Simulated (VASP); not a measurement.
# Co (P6_3/mmc) in VASP: a series of runs

The runs below take Co through single point, with LDA.

Everything below comes from runs of VASP 6.6.1. Logs are shortened: lines on timing, memory, paths and dates and some standing lists are left out, and cuts for length are marked.

## (1) The cell of the first run

Symmetry: P6_3/mmc, No. 194, hexagonal system. The conventional cell has a = 2.286 Å, b = 2.286 Å, c = 3.687 Å, α = 90.00°, β = 90.00°, γ = 120.00°. Within 3.0 Å of Co (site symmetry -6m2) lie 12 Co at 2.27 to 2.29 Å.

## (2) Single point, LDA, collinear spin, ferromagnetic start

INCAR reads:

```
SYSTEM = Co
PREC = Accurate ; ENCUT = 520
EDIFF = 1E-7 ; ISMEAR = 0
SIGMA = 0.15 ; LREAL = .False.
LASPH = .True. ; NELM = 150
ALGO = Normal ; ISIF = 2
LWAVE = .False. ; LCHARG = .False.
ISPIN = 2 ; MAGMOM = 0.275 0.275
LORBIT = 11 ; NUPDOWN = 0.55
LMAXMIX = 4 ; GGA = CA
NBANDS = 20
```

KPOINTS reads:

```
regular mesh
0
Gamma
  24 24 12
  0 0 0
```

POSCAR reads:

```
Co
1.0
    2.2855303783      0.0000000000      0.0000000000
   -1.1427651891      1.9793273687      0.0000000000
    0.0000000000      0.0000000000      3.6867130953
Co
2
Direct
    0.6666666667      0.3333333333      0.2500000000
    0.3333333333      0.6666666667      0.7500000000
```

Potentials or basis: VASP PAW LDA potentials, release 64 (Co).

Started as:

```
> cat potpaw_LDA.64/Co/POTCAR > POTCAR
> mpirun -np 1 vasp_std > vasp.out
```

OUTCAR:

```text
SYSTEM = Co
   PREC = Accurate
   ENCUT = 520
   EDIFF = 1E-7
   ISMEAR = 0
   LREAL = .False.
   LASPH = .True.
   NELM = 150
   ISIF = 2
   ISPIN = 2
   LORBIT = 11
   NUPDOWN = 0.55
   GGA = CA

 ion  position               nearest neighbor table
   1  0.667  0.333  0.250-   2 2.27   2 2.27   2 2.27   2 2.27   2 2.27   2 2.27
   2  0.333  0.667  0.750-   1 2.27   1 2.27   1 2.27   1 2.27   1 2.27   1 2.27

  LATTYP: Found a hexagonal cell.
 ALAT       =     2.2855303783
 C/A-ratio  =     1.6130667657

  Lattice vectors:

 A1 = (   2.2855303783,   0.0000000000,   0.0000000000)
 A2 = (  -1.1427651891,   1.9793273687,   0.0000000000)
 A3 = (   0.0000000000,   0.0000000000,   3.6867130953)

Analysis of symmetry for initial positions (statically):
=====================================================================
 Subroutine PRICEL returns:
 Original cell was already a primitive cell.

 Routine SETGRP: Setting up the symmetry group for a
 hexagonal supercell.

 Subroutine GETGRP returns: Found 24 space group operations
 (whereof 12 operations were pure point group operations)
 out of a pool of 24 trial point group operations.

The static configuration has the point symmetry D_3d.
 The point group associated with its full space group is D_6h.

Analysis of symmetry for dynamics (positions and initial velocities):
=====================================================================
 Subroutine PRICEL returns:
 Original cell was already a primitive cell.

 Routine SETGRP: Setting up the symmetry group for a
 hexagonal supercell.

 Subroutine GETGRP returns: Found 24 space group operations
 (whereof 12 operations were pure point group operations)
 out of a pool of 24 trial point group operations.

The dynamic configuration has the point symmetry D_3d.
 The point group associated with its full space group is D_6h.

Analysis of structural, dynamic, and magnetic symmetry:
=====================================================================
 Subroutine PRICEL returns:
 Original cell was already a primitive cell.

 Routine SETGRP: Setting up the symmetry group for a
 hexagonal supercell.

 Subroutine GETGRP returns: Found 24 space group operations
 (whereof 12 operations were pure point group operations)
 out of a pool of 24 trial point group operations.

The overall configuration has the point symmetry D_3d.
 The point group associated with its full space group is D_6h.

 Subroutine INISYM returns: Found 24 space group operations
 (whereof 12 operations are pure point group operations),
 and found     1 'primitive' translations

----------------------------------------------------------------------------------------

                                     Primitive cell

  volume of cell :      16.6780

  direct lattice vectors                    reciprocal lattice vectors
     2.285530378  0.000000000  0.000000000     0.437535204  0.252611068  0.000000000
    -1.142765189  1.979327369  0.000000000     0.000000000  0.505222135  0.000000000
     0.000000000  0.000000000  3.686713095     0.000000000  0.000000000  0.271244324

  length of vectors
     2.285530378  2.285530378  3.686713095     0.505222135  0.505222135  0.271244324

  position of ions in fractional coordinates (direct lattice)
     0.666666667  0.333333333  0.250000000
     0.333333333  0.666666667  0.750000000

  ion indices of the primitive-cell ions
   primitive index   ion index
                 1           1
                 2           2

----------------------------------------------------------------------------------------

 KPOINTS: regular mesh

Automatic generation of k-mesh.
 Grid dimensions read from file:
 generate k-points for:   24   24   12

 Generating k-lattice:

  Cartesian coordinates                     Fractional coordinates (reciprocal lattice)
     0.018230633  0.010525461  0.000000000     0.041666667  0.000000000  0.000000000
     0.000000000  0.021050922  0.000000000     0.000000000  0.041666667  0.000000000
     0.000000000  0.000000000  0.022603694     0.000000000  0.000000000  0.083333333

  Length of vectors
     0.021050922  0.021050922  0.022603694

  Shift w.r.t. Gamma in fractional coordinates (k-lattice)
     0.000000000  0.000000000  0.000000000

 Subroutine IBZKPT returns following result:
 ===========================================

 Found    427 irreducible k-points:

 Following reciprocal coordinates:
            Coordinates               Weight
  0.000000  0.000000  0.000000      1.000000
  0.041667 -0.000000  0.000000      6.000000
  0.083333 -0.000000  0.000000      6.000000
  0.125000 -0.000000  0.000000      6.000000
  0.166667 -0.000000  0.000000      6.000000
  0.208333 -0.000000  0.000000      6.000000
[... 16 lines left out ...]
  0.416667  0.041667  0.000000     12.000000
  0.458333  0.041667  0.000000     12.000000
 [... further k-points ...]
   k-points           NKPTS =    427   k-points in BZ     NKDIM =    427   number of bands    NBANDS=     20
   number of dos      NEDOS =    301   number of ions     NIONS =      2
   total plane-waves  NPLWV =   9072
   dimension x,y,z NGX =    18 NGY =   18 NGZ =   28
   dimension x,y,z NGXF=    36 NGYF=   36 NGZF=   56
   ions per type =               2
   NGX,Y,Z   is equivalent  to a cutoff of  13.09, 13.09, 12.63 a.u.
   NGXF,Y,Z  is equivalent  to a cutoff of  26.19, 26.19, 25.25 a.u.
 SYSTEM =  Co
   PREC   = accura    normal or accurate (medium, high low for compatibility)
   ISTART =      0    job   : 0-new  1-cont  2-samecut
   ICHARG =      2    charge: 1-file 2-atom 10-const
   ISPIN  =      2    spin polarized calculation?
   LNONCOLLINEAR =      F non collinear calculations
   LSORBIT =      F    spin-orbit coupling
   LASPH  =      T    aspherical Exc in radial PAW
   ENCUT  =  520.0 eV  38.22 Ry    6.18 a.u.   4.25  4.25  6.85*2*pi/ulx,y,z
   NELM   =    150;   NELMIN=  2; NELMDL= -5     # of ELM steps
   EDIFF  = 0.1E-06   stopping-criterion for ELM
   LREAL  =      F    real-space projection
   EDIFFG = 0.1E-05   stopping-criterion for IOM
   NSW    =      0    number of steps for IOM
   IBRION =     -1    ionic relax: 0-MD 1-quasi-New 2-CG
   NFREE  =      0    steps in history (QN), initial steepest desc. (CG)
   ISIF   =      2    stress and relaxation
   ISYM   =      2    0-nonsym 1-usesym 2-fastsym
   POTIM  = 0.5000    time-step for ionic-motion
   TEBEG  =    0.0;   TEEND  =   0.0 temperature during run
   PSTRESS=    0.0 pullay stress
   NELECT =      18.0000    total number of electrons
   NUPDOWN=       0.5500    fix difference up-down
   EMIN   =  10.00;   EMAX   =-10.00  energy-range for DOS
   EFERMI =   0.00;   METHOD = LEGACY
   ISMEAR =     0;   SIGMA  =   0.15  broadening in eV -4-tet -1-fermi 0-gaus
   EFERMI_NEDOS =   21; number of points for ismear=-14 and -15
   IALGO  =     38    algorithm
   IMIX   =      4    mixing-type and parameters
     AMIX     =   0.40;   BMIX     =  1.00
     AMIX_MAG =   1.60;   BMIX_MAG =  1.00
  volume/ion in A,a.u.               =       8.34        56.27
  Fermi-wavevector in a.u.,A,eV,Ry     =   1.679259  3.173339 38.367214  2.819911
  Thomas-Fermi vector in A             =   2.763203
   LORBIT       =     11    0 simple, 1 ext, 2 COOP (PROOUT), +10 PAW based schemes
   GGA     = CA    functional components
   LHFCALC =     F    Hartree Fock is set to
   AEXX    =    0.0000 exact exchange contribution
   IVDW    =     0    specifies the selected vdW correction
   LEPSILON=     F    determine dielectric tensor
   LRPA    =     F    only Hartree local field effects (RPA)
 spin polarized calculation
 Gauss-broadening in eV      SIGMA  =   0.15
  energy-cutoff  :      520.00
  volume of cell :       16.68
 maximum number of plane-waves:       470
 NGX is ok and might be reduce to    18
   NGX =  9   NGY =  9   NGZ = 13

 number of electron      17.9999990 magnetization       0.5499999

 Free energy of the ion-electron system (eV)
  ---------------------------------------------------
  ext. energy  EPLUGINS =         0.00000000
  ---------------------------------------------------
  free energy    TOTEN  =       -15.69428657 eV

  energy without entropy =      -15.64778608  energy(sigma->0) =      -15.67103633

 E-fermi :  14.4660     XC(G=0): -15.3670

 val. band max:       14.4658358363   @ k =   0.0417   0.0417   0.4167
 cond. band min:      14.4539379996   @ k =   0.1250   0.0417   0.2500
 fundamental gap:     -0.0118978366
 Fermi energy:        14.4537536170

 spin component 1

 k-point     1 :       0.0000    0.0000    0.0000
  band No.  band energies     occupation
      1       3.8025      1.00000
      2       7.9561      1.00000
      3      11.6641      1.00000
      4      11.6979      1.00000
      5      11.6979      1.00000
      6      12.2105      1.00000
[... 12 lines left out ...]
     19      45.1679      0.00000
     20      45.1679      0.00000
[... 507 lines left out ...]
 k-point    24 :       0.4583    0.0417    0.0000
  band No.  band energies     occupation
      1       8.3720      1.00000
      2       8.6373      1.00000
      3       8.7623      1.00000
      4      11.4209      1.00000
      5      11.4277      1.00000
      6      11.7692      1.00000
[... 12 lines left out ...]
     19      42.2691      0.00000
     20      43.7597      0.00000

 [... further k-points ...]

 spin component 2

 k-point     1 :       0.0000    0.0000    0.0000
  band No.  band energies     occupation
      1       3.8432      1.00000
      2       8.1203      1.00000
      3      11.9220      1.00000
      4      11.9453      1.00000
      5      11.9453      1.00000
      6      12.4671      1.00000
[... 12 lines left out ...]
     19      45.2561      0.00000
     20      45.2561      0.00000
[... 507 lines left out ...]
 k-point    24 :       0.4583    0.0417    0.0000
  band No.  band energies     occupation
      1       8.5567      1.00000
      2       8.7924      1.00000
      3       8.9571      1.00000
      4      11.5614      1.00000
      5      11.6789      1.00000
      6      12.0080      1.00000
[... 12 lines left out ...]
     19      42.3811      0.00000
     20      43.8320      0.00000

 [... further k-points ...]
[... 5 lines left out ...]
  --------------------------------------------------------------------------------------
  -------------------------------------------------------------------------------------
  Total        6.3445749      6.3445749      6.4038397      0.0000000     -0.0000000      0.0000000
  in kB      609.4935841    609.4935841    615.1868822      0.0000000     -0.0000000      0.0000000
  external PRESSURE =     611.3913501 kB  Pullay stress =       0.0000000 kB

 VOLUME and BASIS-vectors are now :
 -----------------------------------------------------------------------------
  energy-cutoff  :      520.00
  volume of cell :       16.68
      direct lattice vectors                 reciprocal lattice vectors
     2.285530378  0.000000000  0.000000000     0.437535204  0.252611068  0.000000000
    -1.142765189  1.979327369  0.000000000     0.000000000  0.505222135  0.000000000
     0.000000000  0.000000000  3.686713095     0.000000000  0.000000000  0.271244324

 POSITION                                       TOTAL-FORCE (eV/Angst)
 -----------------------------------------------------------------------------------
      1.14277      0.65978      0.92168         0.000000     -0.000000      0.000000
     -0.00000      1.31955      2.76503        -0.000000      0.000000      0.000000
 -----------------------------------------------------------------------------------
    total drift:                                0.000000     -0.000000     -0.000000

  FREE ENERGIE OF THE ION-ELECTRON SYSTEM (eV)
  ---------------------------------------------------
  free  energy   TOTEN  =       -15.6942865698 eV

  energy  without entropy=      -15.6477860843  energy(sigma->0) =      -15.67103633

 total charge

# of ion       s       p       d       tot
------------------------------------------
    1        0.616   0.794   7.521   8.931
    2        0.616   0.794   7.521   8.931
--------------------------------------------------
tot          1.232   1.587  15.042  17.862

 magnetization (x)

# of ion       s       p       d       tot
------------------------------------------
    1       -0.003  -0.008   0.280   0.269
    2       -0.003  -0.008   0.280   0.269
--------------------------------------------------
tot         -0.005  -0.017   0.559   0.538
```

It took 2 min on 1 thread of Intel Xeon 6975P-C (Granite Rapids), shared host; peak memory 0.29 GiB.

What came out:

```yaml
Free_energy: -15.6943 eV
Pressure: 61.1 GPa
Net_moment: 0.55 μB per cell
Site_moments: Co +0.27 μB
Valence_electrons_inside_the_program's_atomic_spheres: Co 8.93
```

Caveat: the total moment is fixed, so each spin has its own Fermi level.

## (3) Single point, LDA, collinear spin, ferromagnetic start

This run uses another cell than the first one, of 10.01 Å³/atom, 1.200 times its volume.

INCAR reads:

```
PREC     = Accurate       # precision mode
ENCUT    = 520            # plane-wave cutoff, eV
EDIFF    = 1E-6           # SCF threshold, eV
ISMEAR   = 0              # smearing method
SIGMA    = 0.15           # smearing width, eV
LREAL    = False          # projectors in reciprocal space
LASPH    = True           # aspherical terms in the spheres
NELM     = 150            # most SCF steps
ALGO     = Fast           # electronic algorithm
ISIF     = 2              # what is computed and relaxed
LWAVE    = False          # write WAVECAR
LCHARG   = False          # write CHGCAR
ISPIN    = 2              # spin polarisation
MAGMOM   = 0.825 0.825    # initial moments
LORBIT   = 11             # projections on sites
NUPDOWN  = 1.65           # fixed moment
LMAXMIX  = 4              # l up to which the mixer works
NBANDS   = 20             # bands
```

KPOINTS reads:

```
Automatic mesh
0
Gamma
  24 24 12
```

POSCAR reads:

```
Co
1.0
    2.4287596817      0.0000000000      0.0000000000
   -1.2143798408      2.1033675840      0.0000000000
    0.0000000000      0.0000000000      3.9177515245
Co
2
Direct
    0.6666666667      0.3333333333      0.2500000000
    0.3333333333      0.6666666667      0.7500000000
```

Potentials or basis: VASP PAW LDA potentials, release 64 (Co).

Started as:

```
> cat potpaw_LDA.64/Co/POTCAR > POTCAR
> mpirun -np 1 vasp_std > vasp.out
```

Wall time 2.3 min (1 thread of Intel Xeon 6975P-C (Granite Rapids), shared host); peak memory 0.32 GiB.

It converged, with:

* Free energy: -16.1624 eV
* Pressure: -8.8 GPa
* Net moment: 1.65 μB per cell
* Site moments: Co +0.82 μB
* Valence electrons inside the program's atomic spheres: Co 8.45

Stress tensor (GPa, compression positive):
```
-8.42  0.00  0.00
 0.00 -8.42  0.00
 0.00  0.00 -9.53
```

Caveat: the total moment is fixed, so each spin has its own Fermi level.

(Part 1 of 2 ends here.)
